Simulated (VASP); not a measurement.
The system is Ni.

```xyz
1
Lattice="-0.0044 1.8525 1.8525 1.8525 -0.0044 1.8525 1.8525 1.8525 -0.0044" Properties=species:S:1:pos:R:3 pbc="T T T"
Ni    0.0000    0.0000    0.0000
```

Base run:

| Item | Value |
| --- | --- |
| Program | VASP 6.6.1 |
| Functional | PBE |
| Potentials or basis | VASP PAW PBE potentials, release 64 (Ni_sv_GW) |
| Cutoff | 590 eV |
| k mesh | 13 × 13 × 13 |
| Occupations | gaussian, width 0.05 eV |
| Spin | collinear spin, ferromagnetic start |
| Starting moments | [1.0] μB |
| Fixed moment | 1 μB |
| Hubbard terms | Ni d U = 5.0 eV |

Its results: pressure -19.0 GPa; site moments Ni +1.11 μB.

Task: The run is repeated on the same cell with these changes: potentials or basis from VASP PAW PBE potentials, release 64 (Ni_sv_GW) to VASP PAW PBE potentials, release 64 (Ni); cutoff from 590 eV to 520 eV; further incar settings from ALGO = Normal; EDIFF = 1e-06; NBANDS = 19 to ALGO = Normal; EDIFF = 1e-07; NBANDS = 15; valence electrons from 18 to 10. What comes out?

Result: Pressure -20.0 GPa; site moments Ni +1.04 μB.

Caveats: the total moment is fixed, so each spin has its own Fermi level; the U is typed as a test and isn't derived for this compound.
